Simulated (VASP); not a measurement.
# BaOs3 (Pm-3m) in VASP: further runs

BaOs3 is run at these levels: PBEsol; tasks: single point.

Program: VASP 6.6.1. These are calculated values, not measurements. Logs are shortened: lines on timing, memory, paths and dates and some standing lists are left out, and cuts for length are marked.

### 1 The cell of the first run

The structure is cubic, space group Pm-3m (No. 221). The conventional cell has a = 4.085 Å, b = 4.085 Å, c = 4.085 Å, α = 90.00°, β = 90.00°, γ = 90.00°. Ba (site symmetry m-3m) has 12 Os at 2.89 Å within 3.8 Å. Os (site symmetry 4/mmm) has 4 Ba at 2.89 Å and 8 Os at 2.89 Å within 3.8 Å.

### 2 Single point, PBEsol (17.04 Å³/atom)

File INCAR:

```
SYSTEM = BaOs3
ALGO = Normal
EDIFF = 1E-6
ENCUT = 560
GGA = PS
GGA_COMPAT = .FALSE.
ISIF = 2
ISMEAR = 0
LASPH = .TRUE.
LCHARG = .TRUE.
LELF = .TRUE.
LREAL = .FALSE.
LVHAR = .TRUE.
LWAVE = .FALSE.
NBANDS = 37
NELM = 120
PREC = Accurate
SIGMA = 0.05
```

File KPOINTS:

```
k-points
0
G
  8 8 8
  0 0 0
```

File POSCAR:

```
BaOs3
1.0
    4.0849325274      0.0000000000      0.0000000000
    0.0000000000      4.0849325274      0.0000000000
    0.0000000000      0.0000000000      4.0849325274
Ba Os
1 3
Direct
    0.0000000000      0.0000000000      0.0000000000
    0.0000000000      0.5000000000      0.5000000000
    0.5000000000      0.5000000000      0.0000000000
    0.5000000000      0.0000000000      0.5000000000
```

Potentials or basis: VASP PAW PBE potentials, release 64 (Ba_sv, Os_sv_GW).

Started as:

```
cat potpaw_PBE.64/Ba_sv/POTCAR potpaw_PBE.64/Os_sv_GW/POTCAR > POTCAR
mpirun -np 1 vasp_std > vasp.out
```

OUTCAR:

```text
SYSTEM = BaOs3
   EDIFF = 1E-6
   ENCUT = 560
   GGA = PS
   ISIF = 2
   ISMEAR = 0
   LASPH = .TRUE.
   LREAL = .FALSE.
   NELM = 120
   PREC = Accurate

 ion  position               nearest neighbor table
   1  0.000  0.000  0.000-   2 2.89   3 2.89   4 2.89   2 2.89   4 2.89   2 2.89   3 2.89   2 2.89
                             3 2.89   4 2.89   4 2.89   3 2.89
   2  0.000  0.500  0.500-   1 2.89   3 2.89   4 2.89   1 2.89   3 2.89   1 2.89   4 2.89   1 2.89
                             3 2.89   4 2.89   3 2.89   4 2.89
   3  0.500  0.500  0.000-   1 2.89   2 2.89   4 2.89   2 2.89   4 2.89   1 2.89   4 2.89   4 2.89
                             1 2.89   2 2.89   2 2.89   1 2.89
   4  0.500  0.000  0.500-   1 2.89   2 2.89   3 2.89   1 2.89   3 2.89   2 2.89   3 2.89   3 2.89
                             1 2.89   2 2.89   1 2.89   2 2.89

  LATTYP: Found a simple cubic cell.
 ALAT       =     4.0849325274

  Lattice vectors:

 A1 = (   4.0849325274,   0.0000000000,   0.0000000000)
 A2 = (   0.0000000000,   4.0849325274,   0.0000000000)
 A3 = (   0.0000000000,   0.0000000000,   4.0849325274)

Analysis of symmetry for initial positions (statically):
=====================================================================
 Subroutine PRICEL returns:
 Original cell was already a primitive cell.

 Routine SETGRP: Setting up the symmetry group for a
 simple cubic supercell.

 Subroutine GETGRP returns: Found 48 space group operations
 (whereof 48 operations were pure point group operations)
 out of a pool of 48 trial point group operations.

The static configuration has the point symmetry O_h .

Analysis of symmetry for dynamics (positions and initial velocities):
=====================================================================
 Subroutine PRICEL returns:
 Original cell was already a primitive cell.

 Routine SETGRP: Setting up the symmetry group for a
 simple cubic supercell.

 Subroutine GETGRP returns: Found 48 space group operations
 (whereof 48 operations were pure point group operations)
 out of a pool of 48 trial point group operations.

The dynamic configuration has the point symmetry O_h .

 Subroutine INISYM returns: Found 48 space group operations
 (whereof 48 operations are pure point group operations),
 and found     1 'primitive' translations

----------------------------------------------------------------------------------------

[... 90 lines left out ...]
   ISPIN  =      1    spin polarized calculation?
   LNONCOLLINEAR =      F non collinear calculations
   LSORBIT =      F    spin-orbit coupling
   LASPH  =      T    aspherical Exc in radial PAW
   ENCUT  =  560.0 eV  41.16 Ry    6.42 a.u.   7.88  7.88  7.88*2*pi/ulx,y,z
   NELM   =    120;   NELMIN=  2; NELMDL= -5     # of ELM steps
   EDIFF  = 0.1E-05   stopping-criterion for ELM
   LREAL  =      F    real-space projection
   EDIFFG = 0.1E-04   stopping-criterion for IOM
   NSW    =      0    number of steps for IOM
   IBRION =     -1    ionic relax: 0-MD 1-quasi-New 2-CG
   NFREE  =      0    steps in history (QN), initial steepest desc. (CG)
   ISIF   =      2    stress and relaxation
   ISYM   =      2    0-nonsym 1-usesym 2-fastsym
   POTIM  = 0.5000    time-step for ionic-motion
   TEBEG  =    0.0;   TEEND  =   0.0 temperature during run
   PSTRESS=    0.0 pullay stress
   NELECT =      58.0000    total number of electrons
   NUPDOWN=      -1.0000    fix difference up-down
   EMIN   =  10.00;   EMAX   =-10.00  energy-range for DOS
   EFERMI =   0.00;   METHOD = LEGACY
   ISMEAR =     0;   SIGMA  =   0.05  broadening in eV -4-tet -1-fermi 0-gaus
   EFERMI_NEDOS =   21; number of points for ismear=-14 and -15
   IALGO  =     38    algorithm
   IMIX   =      4    mixing-type and parameters
     AMIX     =   0.40;   BMIX     =  1.00
     AMIX_MAG =   1.60;   BMIX_MAG =  1.00
  volume/ion in A,a.u.               =      17.04       115.00
  Fermi-wavevector in a.u.,A,eV,Ry     =   1.551312  2.931555 32.743376  2.406570
  Thomas-Fermi vector in A             =   2.655850
   LORBIT       =      0    0 simple, 1 ext, 2 COOP (PROOUT), +10 PAW based schemes
   GGA     = PS    functional components
   LHFCALC =     F    Hartree Fock is set to
   AEXX    =    0.0000 exact exchange contribution
   IVDW    =     0    specifies the selected vdW correction
   LEPSILON=     F    determine dielectric tensor
   LRPA    =     F    only Hartree local field effects (RPA)
 non-spin polarized calculation
 Gauss-broadening in eV      SIGMA  =   0.05
  energy-cutoff  :      560.00
  volume of cell :       68.16
 maximum number of plane-waves:      2103
 NGX is ok and might be reduce to    32
   NGX = 15   NGY = 15   NGZ = 15

 number of electron      58.0000000 magnetization

 Free energy of the ion-electron system (eV)
  ---------------------------------------------------
  ext. energy  EPLUGINS =         0.00000000
  ---------------------------------------------------
  free energy    TOTEN  =       -34.48816200 eV

  energy without entropy =      -34.47800436  energy(sigma->0) =      -34.48308318

 E-fermi :   9.4070     XC(G=0): -13.3787

 val. band max:        9.4012741275   @ k =   0.5000   0.3750   0.1250
 cond. band min:       9.4218260500   @ k =   0.5000   0.5000   0.1250
 fundamental gap:      0.0205519225
 Fermi energy:         9.4069632331

 k-point     1 :       0.0000    0.0000    0.0000
  band No.  band energies     occupation
      1     -76.2496      2.00000
      2     -76.2083      2.00000
      3     -76.2083      2.00000
      4     -35.8300      2.00000
      5     -35.8300      2.00000
      6     -35.8300      2.00000
[... 949 lines left out ...]
     36      14.8302      0.00000
     37      15.0769      0.00000

 [... further k-points ...]
[... 5 lines left out ...]
  --------------------------------------------------------------------------------------
  -------------------------------------------------------------------------------------
  Total        3.6966484      3.6966484      3.6966484      0.0000000     -0.0000000      0.0000000
  in kB       86.8888530     86.8888530     86.8888530      0.0000000     -0.0000000      0.0000000
  external PRESSURE =      86.8888530 kB  Pullay stress =       0.0000000 kB

 VOLUME and BASIS-vectors are now :
 -----------------------------------------------------------------------------
  energy-cutoff  :      560.00
  volume of cell :       68.16
      direct lattice vectors                 reciprocal lattice vectors
     4.084932527  0.000000000  0.000000000     0.244802085  0.000000000  0.000000000
     0.000000000  4.084932527  0.000000000     0.000000000  0.244802085  0.000000000
     0.000000000  0.000000000  4.084932527     0.000000000  0.000000000  0.244802085

 POSITION                                       TOTAL-FORCE (eV/Angst)
 -----------------------------------------------------------------------------------
      0.00000      0.00000      0.00000         0.000000      0.000000      0.000000
      0.00000      2.04247      2.04247         0.000000      0.000000      0.000000
      2.04247      2.04247      0.00000         0.000000      0.000000      0.000000
      2.04247      0.00000      2.04247         0.000000      0.000000      0.000000
 -----------------------------------------------------------------------------------
    total drift:                                0.000000     -0.000000     -0.000000

  FREE ENERGIE OF THE ION-ELECTRON SYSTEM (eV)
  ---------------------------------------------------
  free  energy   TOTEN  =       -34.4881619976 eV

  energy  without entropy=      -34.4780043639  energy(sigma->0) =      -34.48308318
```

Wall time 34 s (1 thread of AMD EPYC 9R45 (Zen 5), shared host); peak memory 0.21 GiB.

What came out:

```yaml
Free_energy: -34.4882 eV
Pressure: 8.7 GPa
Band_gap_on_the_k_mesh: zero (bands 29 and 30 overlap by 2.28 eV)
```

Caveat: the cell stands under pressure; the PAW data sets were made with another functional, which shifts forces and pressure a little; spin-orbit coupling is left out, which moves the levels of the heavy elements.

### 3 Single point, PBEsol (18.08 Å³/atom)

This run uses another cell than the first one, of 18.08 Å³/atom.

File INCAR:

```
SYSTEM = BaOs3
PREC     = Accurate       ! precision mode
ENCUT    = 560            ! plane-wave cutoff, eV
EDIFF    = 1E-6           ! SCF threshold, eV
ISMEAR   = 0              ! smearing method
SIGMA    = 0.05           ! smearing width, eV
LREAL    = .False.        ! projectors in reciprocal space
LASPH    = .True.         ! aspherical terms in the spheres
NELM     = 120            ! most SCF steps
ALGO     = Normal         ! electronic algorithm
ISIF     = 2              ! what is computed and relaxed
LWAVE    = .False.        ! write WAVECAR
LCHARG   = .False.        ! write CHGCAR
GGA      = PS             ! functional
NBANDS   = 37             ! bands
GGA_COMPAT= .False.
```

File KPOINTS:

```
regular mesh
0
Gamma
  8 8 8
  0 0 0
```

File POSCAR:

```
BaOs3
1.0
    4.1666527592      0.0000000000      0.0000000000
    0.0000000000      4.1666527592      0.0000000000
    0.0000000000      0.0000000000      4.1666527592
Ba Os
1 3
Direct
    0.0000000000      0.0000000000      0.0000000000
    0.0000000000      0.5000000000      0.5000000000
    0.5000000000      0.5000000000      0.0000000000
    0.5000000000      0.0000000000      0.5000000000
```

Potentials or basis: VASP PAW PBE potentials, release 64 (Ba_sv, Os_sv_GW).

Started as:

```
cat potpaw_PBE.64/Ba_sv/POTCAR potpaw_PBE.64/Os_sv_GW/POTCAR > POTCAR
mpirun -np 1 vasp_std > vasp.out
```

OUTCAR:

```text
SYSTEM = BaOs3
   PREC = Accurate
   ENCUT = 560
   EDIFF = 1E-6
   ISMEAR = 0
   LREAL = .False.
   LASPH = .True.
   NELM = 120
   ISIF = 2
   GGA = PS

 ion  position               nearest neighbor table
   1  0.000  0.000  0.000-   2 2.95   3 2.95   4 2.95   2 2.95   4 2.95   2 2.95   3 2.95   2 2.95
                             3 2.95   4 2.95   4 2.95   3 2.95
   2  0.000  0.500  0.500-   1 2.95   3 2.95   4 2.95   1 2.95   3 2.95   1 2.95   4 2.95   1 2.95
                             3 2.95   4 2.95   3 2.95   4 2.95
   3  0.500  0.500  0.000-   1 2.95   2 2.95   4 2.95   2 2.95   4 2.95   1 2.95   4 2.95   4 2.95
                             1 2.95   2 2.95   2 2.95   1 2.95
   4  0.500  0.000  0.500-   1 2.95   2 2.95   3 2.95   1 2.95   3 2.95   2 2.95   3 2.95   3 2.95
                             1 2.95   2 2.95   1 2.95   2 2.95

  LATTYP: Found a simple cubic cell.
 ALAT       =     4.1666527592

  Lattice vectors:

 A1 = (   4.1666527592,   0.0000000000,   0.0000000000)
 A2 = (   0.0000000000,   4.1666527592,   0.0000000000)
 A3 = (   0.0000000000,   0.0000000000,   4.1666527592)

Analysis of symmetry for initial positions (statically):
=====================================================================
 Subroutine PRICEL returns:
 Original cell was already a primitive cell.

 Routine SETGRP: Setting up the symmetry group for a
[... 170 lines left out ...]
  energy without entropy =      -34.58191234  energy(sigma->0) =      -34.58746572

 E-fermi :   8.5419     XC(G=0): -13.0362

 val. band max:        8.5380358282   @ k =   0.2500   0.2500   0.2500
 cond. band min:       8.5573535568   @ k =   0.5000   0.2500   0.2500
 fundamental gap:      0.0193177286
 Fermi energy:         8.5419213691

 k-point     1 :       0.0000    0.0000    0.0000
  band No.  band energies     occupation
      1     -77.0381      2.00000
      2     -77.0071      2.00000
      3     -77.0071      2.00000
      4     -36.5663      2.00000
      5     -36.5663      2.00000
      6     -36.5663      2.00000
[... 949 lines left out ...]
     36      13.7847      0.00000
     37      14.0596      0.00000

 [... further k-points ...]
[... 5 lines left out ...]
  --------------------------------------------------------------------------------------
  -------------------------------------------------------------------------------------
  Total       -0.8974433     -0.8974433     -0.8974433      0.0000000      0.0000000     -0.0000000
  in kB      -19.8772209    -19.8772209    -19.8772209      0.0000000      0.0000000     -0.0000000
  external PRESSURE =     -19.8772209 kB  Pullay stress =       0.0000000 kB

 VOLUME and BASIS-vectors are now :
 -----------------------------------------------------------------------------
  energy-cutoff  :      560.00
  volume of cell :       72.34
      direct lattice vectors                 reciprocal lattice vectors
     4.166652759  0.000000000  0.000000000     0.240000801  0.000000000  0.000000000
     0.000000000  4.166652759  0.000000000     0.000000000  0.240000801  0.000000000
     0.000000000  0.000000000  4.166652759     0.000000000  0.000000000  0.240000801

 POSITION                                       TOTAL-FORCE (eV/Angst)
 -----------------------------------------------------------------------------------
      0.00000      0.00000      0.00000         0.000000      0.000000      0.000000
      0.00000      2.08333      2.08333         0.000000      0.000000      0.000000
      2.08333      2.08333      0.00000         0.000000      0.000000      0.000000
      2.08333      0.00000      2.08333         0.000000      0.000000      0.000000
 -----------------------------------------------------------------------------------
    total drift:                                0.000000     -0.000000     -0.000000

  FREE ENERGIE OF THE ION-ELECTRON SYSTEM (eV)
  ---------------------------------------------------
  free  energy   TOTEN  =       -34.5930191054 eV

  energy  without entropy=      -34.5819123366  energy(sigma->0) =      -34.58746572
```

stdout:

```text
POSCAR found type information on POSCAR BaOs
 POSCAR found :  2 types and       4 ions
 scaLAPACK will be used
 -----------------------------------------------------------------------------
|                                                                             |
|                                                                             |
|     You enforced a specific xc type in the INCAR file but a different       |
|     I HOPE YOU KNOW WHAT YOU ARE DOING!                                     |
|                                                                             |
 -----------------------------------------------------------------------------

 LDA part: xc-table for (Slater+PW92), standard interpolation
 POSCAR, INCAR and KPOINTS ok, starting setup
 FFT: planning ... GRIDC
 FFT: planning ... GRID_SOFT
 FFT: planning ... GRID
 WAVECAR not read
 entering main loop
```

Wall time 98 s (1 thread of AMD EPYC 7R43 (Zen 3), shared host); peak memory 0.2 GiB.

What came out:

- Free energy: -34.5930 eV
- Pressure: -2.0 GPa
- Band gap on the k mesh: zero (bands 29 and 30 overlap by 2.08 eV)

Caveat: the PAW data sets were made with another functional, which shifts forces and pressure a little; spin-orbit coupling is left out, which moves the levels of the heavy elements.

The gap in the log of VASP goes by the Fermi energy; the results here count the filled bands.